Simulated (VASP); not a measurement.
# Te (P3_121) in VASP: notebook, part 2 of 2

VASP 6.6.1. The steps go on from the part before.

## 4. Single point, PBE, non-collinear spin, zero start, spin-orbit coupling

INCAR reads:

```
PREC     = Accurate       # precision mode
ENCUT    = 520            # plane-wave cutoff, eV
EDIFF    = 1E-7           # SCF threshold, eV
ISMEAR   = -1             # smearing method
SIGMA    = 0.02           # smearing width, eV
LREAL    = F              # projectors in reciprocal space
LASPH    = T              # aspherical terms in the spheres
NELM     = 150            # most SCF steps
ALGO     = Normal         # electronic algorithm
ISIF     = 2              # what is computed and relaxed
LWAVE    = F              # write WAVECAR
LCHARG   = F              # write CHGCAR
MAGMOM   = 0 0 0 0 0 0 0 0 0 # initial moments
LORBIT   = 11             # projections on sites
LSORBIT  = T              # spin-orbit coupling
GGA_COMPAT= F            
LORBMOM  = T            
GGA      = PE             # functional
NBANDS   = 31             # bands
```

KPOINTS reads:

```
Automatic mesh
0
Gamma
  6 6 4
```

POSCAR reads:

```
Te
1.0
    4.4710056865      0.0000000000      0.0000000000
   -2.2355028432      3.8720045050      0.0000000000
    0.0000000000      0.0000000000      5.9489928227
Te
3
Direct
    0.2641987639      0.0000000000      0.3333333333
    0.0000000000      0.2641987639      0.6666666667
    0.7358012361      0.7358012361      0.0000000000
```

Potentials or basis: VASP PAW PBE potentials, release 64 (Te).

Run with:

```
cat potpaw_PBE.64/Te/POTCAR > POTCAR
mpirun -np 1 vasp_ncl > vasp.out
```

OUTCAR:

```text
PREC = Accurate
   ENCUT = 520
   EDIFF = 1E-7
   ISMEAR = -1
   LREAL = F
   LASPH = T
   NELM = 150
   ISIF = 2
   LORBIT = 11
   LSORBIT = T
   GGA = PE

 ion  position               nearest neighbor table
   1  0.264  0.000  0.333-   3 2.85   2 2.85   3 3.50   3 3.50   2 3.50   2 3.50
   2  0.000  0.264  0.667-   3 2.85   1 2.85   3 3.50   3 3.50   1 3.50   1 3.50
   3  0.736  0.736  0.000-   2 2.85   1 2.85   2 3.50   1 3.50   1 3.50   2 3.50

  LATTYP: Found a hexagonal cell.
 ALAT       =     4.4710056865
 C/A-ratio  =     1.3305715179

  Lattice vectors:

 A1 = (   4.4710056865,   0.0000000000,   0.0000000000)
 A2 = (  -2.2355028432,   3.8720045050,   0.0000000000)
 A3 = (   0.0000000000,   0.0000000000,   5.9489928227)

Analysis of symmetry for initial positions (statically):
=====================================================================
 Subroutine PRICEL returns:
 Original cell was already a primitive cell.

 Routine SETGRP: Setting up the symmetry group for a
 hexagonal supercell.

 Subroutine GETGRP returns: Found  6 space group operations
 (whereof  2 operations were pure point group operations)
 out of a pool of 24 trial point group operations.

The static configuration has the point symmetry C_2 .
 The point group associated with its full space group is D_3 .

Analysis of symmetry for dynamics (positions and initial velocities):
=====================================================================
 Subroutine PRICEL returns:
 Original cell was already a primitive cell.

 Routine SETGRP: Setting up the symmetry group for a
 hexagonal supercell.

 Subroutine GETGRP returns: Found  6 space group operations
 (whereof  2 operations were pure point group operations)
 out of a pool of 24 trial point group operations.

The dynamic configuration has the point symmetry C_2 .
 The point group associated with its full space group is D_3 .

Analysis of structural, dynamic, and magnetic symmetry:
=====================================================================
 Subroutine PRICEL returns:
 Original cell was already a primitive cell.

 Routine SETGRP: Setting up the symmetry group for a
 hexagonal supercell.

 Subroutine GETGRP returns: Found  6 space group operations
 (whereof  2 operations were pure point group operations)
 out of a pool of 24 trial point group operations.

The overall configuration has the point symmetry C_2 .
 The point group associated with its full space group is D_3 .

 Subroutine INISYM returns: Found  6 space group operations
 (whereof  2 operations are pure point group operations),
 and found     1 'primitive' translations

----------------------------------------------------------------------------------------

                                     Primitive cell

  volume of cell :     102.9875

  direct lattice vectors                    reciprocal lattice vectors
     4.471005686  0.000000000  0.000000000     0.223663325  0.129132081  0.000000000
    -2.235502843  3.872004505  0.000000000     0.000000000  0.258264162  0.000000000
     0.000000000  0.000000000  5.948992823     0.000000000  0.000000000  0.168095681

[... 942 lines left out ...]

  FORCE on cell =-STRESS in cart. coord.  units (eV):
  Direction    XX          YY          ZZ          XY          YZ          ZX
  --------------------------------------------------------------------------------------
  -------------------------------------------------------------------------------------
  Total        0.9539547      0.9539547      1.3801282      0.0000000      0.0000000      0.0000000
  in kB       14.8406808     14.8406808     21.4706642      0.0000000      0.0000000      0.0000000
  external PRESSURE =      17.0506752 kB  Pullay stress =       0.0000000 kB

 VOLUME and BASIS-vectors are now :
 -----------------------------------------------------------------------------
  energy-cutoff  :      520.00
  volume of cell :      102.99
      direct lattice vectors                 reciprocal lattice vectors
     4.471005686  0.000000000  0.000000000     0.223663325  0.129132081  0.000000000
    -2.235502843  3.872004505  0.000000000     0.000000000  0.258264162  0.000000000
     0.000000000  0.000000000  5.948992823     0.000000000  0.000000000  0.168095681

 POSITION                                       TOTAL-FORCE (eV/Angst)
 -----------------------------------------------------------------------------------
      1.18123      0.00000      1.98300         0.263429      0.000000     -0.000000
     -0.59062      1.02298      3.96600        -0.131715      0.228136      0.000000
      1.64489      2.84903      0.00000        -0.131715     -0.228136     -0.000000
 -----------------------------------------------------------------------------------
    total drift:                               -0.000000     -0.000000      0.000000

  FREE ENERGIE OF THE ION-ELECTRON SYSTEM (eV)
  ---------------------------------------------------
  free  energy   TOTEN  =        -9.7588812913 eV

  energy  without entropy=       -9.7583643874  energy(sigma->0) =       -9.75862284

 orbital moment (x)

 # of ion     p       d       tot
 ----------------------------------------
  1         0.000  -0.000   0.000
  2        -0.000   0.000  -0.000
  3        -0.000   0.000  -0.000
 ----------------------------------------
           -0.000   0.000  -0.000

 orbital moment (y)

 # of ion     p       d       tot
 ----------------------------------------
  1         0.000   0.000   0.000
  2         0.000  -0.000   0.000
  3        -0.000   0.000  -0.000
 ----------------------------------------
           -0.000   0.000  -0.000

 orbital moment (z)

 # of ion     p       d       tot
 ----------------------------------------
  1         0.000   0.000   0.000
  2         0.000   0.000   0.000
  3         0.000   0.000   0.000
 ----------------------------------------
            0.000   0.000   0.000

 Spin-Orbit-Coupling matrix elements

 Ion:    1  E_soc:     -0.2344480
 l=   1
     0.0000000    -0.0405664    -0.0397271
    -0.0405664     0.0000000    -0.0366346
    -0.0397271    -0.0366346     0.0000000
 l=   2
     0.0000000    -0.0000224     0.0000000    -0.0000181    -0.0000392
    -0.0000224     0.0000000    -0.0000380    -0.0000469    -0.0000202
     0.0000000    -0.0000380     0.0000000    -0.0000990     0.0000000
    -0.0000181    -0.0000469    -0.0000990     0.0000000    -0.0000119
    -0.0000392    -0.0000202     0.0000000    -0.0000119     0.0000000
 l=   3
     0.0000000     0.0000000     0.0000000     0.0000000     0.0000000     0.0000000     0.0000000
     0.0000000     0.0000000     0.0000000     0.0000000     0.0000000     0.0000000     0.0000000
     0.0000000     0.0000000     0.0000000     0.0000000     0.0000000     0.0000000     0.0000000
     0.0000000     0.0000000     0.0000000     0.0000000     0.0000000     0.0000000     0.0000000
[... 29 lines left out ...]
 l=   2
     0.0000000    -0.0000161     0.0000000    -0.0000182    -0.0000392
    -0.0000161     0.0000000    -0.0000838    -0.0000469    -0.0000172
     0.0000000    -0.0000838     0.0000000    -0.0000533     0.0000000
    -0.0000182    -0.0000469    -0.0000533     0.0000000    -0.0000213
    -0.0000392    -0.0000172     0.0000000    -0.0000213     0.0000000
 l=   3
     0.0000000     0.0000000     0.0000000     0.0000000     0.0000000     0.0000000     0.0000000
     0.0000000     0.0000000     0.0000000     0.0000000     0.0000000     0.0000000     0.0000000
     0.0000000     0.0000000     0.0000000     0.0000000     0.0000000     0.0000000     0.0000000
     0.0000000     0.0000000     0.0000000     0.0000000     0.0000000     0.0000000     0.0000000
     0.0000000     0.0000000     0.0000000     0.0000000     0.0000000     0.0000000     0.0000000
     0.0000000     0.0000000     0.0000000     0.0000000     0.0000000     0.0000000     0.0000000
     0.0000000     0.0000000     0.0000000     0.0000000     0.0000000     0.0000000     0.0000000

 total charge

# of ion       s       p       d       tot
------------------------------------------
    1        1.432   1.823   0.042   3.297
    2        1.432   1.823   0.042   3.297
    3        1.432   1.823   0.042   3.297
--------------------------------------------------
tot          4.296   5.469   0.127   9.891

 magnetization (x)

# of ion       s       p       d       tot
------------------------------------------
    1       -0.000  -0.000   0.000  -0.000
    2        0.000   0.000  -0.000   0.000
    3        0.000   0.000  -0.000   0.000
--------------------------------------------------
tot          0.000   0.000  -0.000   0.000

 magnetization (y)

# of ion       s       p       d       tot
------------------------------------------
    1        0.000   0.000   0.000   0.000
    2       -0.000  -0.000   0.000  -0.000
    3        0.000   0.000  -0.000   0.000
--------------------------------------------------
tot         -0.000   0.000   0.000   0.000

 magnetization (z)

# of ion       s       p       d       tot
------------------------------------------
    1        0.000  -0.000  -0.000  -0.000
    2       -0.000   0.000   0.000  -0.000
    3        0.000   0.000  -0.000  -0.000
--------------------------------------------------
tot          0.000  -0.000  -0.000  -0.000
```

Wall time 3.2 min (1 thread of Intel Xeon Platinum 8488C (Sapphire Rapids), shared host); peak memory 0.54 GiB.

What came out:

```yaml
Free_energy: -9.7589 eV
Pressure: 1.7 GPa
Largest_force: 0.263 eV/Å
Net_moment: 0.00 μB per cell
Valence_electrons_inside_the_program's_atomic_spheres: Te 3.30
```

Forces on the atoms (eV/Å):
```
Te   0.263  0.000  0.000
Te  -0.132  0.228  0.000
Te  -0.132 -0.228  0.000
```

Stress tensor (GPa, compression positive):
```
1.48 0.00 0.00
0.00 1.48 0.00
0.00 0.00 2.15
```

Moments on the atoms (μB; x, y, z):
```
Te  0.00 0.00 0.00
Te  0.00 0.00 0.00
Te  0.00 0.00 0.00
```

## 5. Summary

| level | potentials or basis | spin | smearing | gap on the mesh (eV) | pressure (GPa) | largest force (eV/Å) |
| --- | --- | --- | --- | --- | --- | --- |
| LDA | VASP PAW LDA potentials, release 64 (Te) | off | gaussian 0.01 eV | 0.10 | -1.8 | 0.14 |
| r2SCAN | VASP PAW PBE potentials, release 64 (Te) | off | gaussian 0.01 eV | 0.33 | 0.9 | - |
| PBE | VASP PAW PBE potentials, release 64 (Te) | non-collinear, zero start, SOC | fermi-dirac 0.02 eV | - | 1.7 | 0.26 |

Alike in all rows: task single point; cell as given; k mesh 6 × 6 × 4; cutoff (eV) 520.

Caveats: semilocal functionals underestimate gaps, and a narrow one can read as zero (at least some runs); spin-orbit coupling is left out, which moves the levels of the heavy elements (at least some runs); the PAW data sets were made with another functional, which shifts forces and pressure a little (at least some runs).

Total energies depend on the potentials used, so only differences within one code and one set of settings carry meaning.
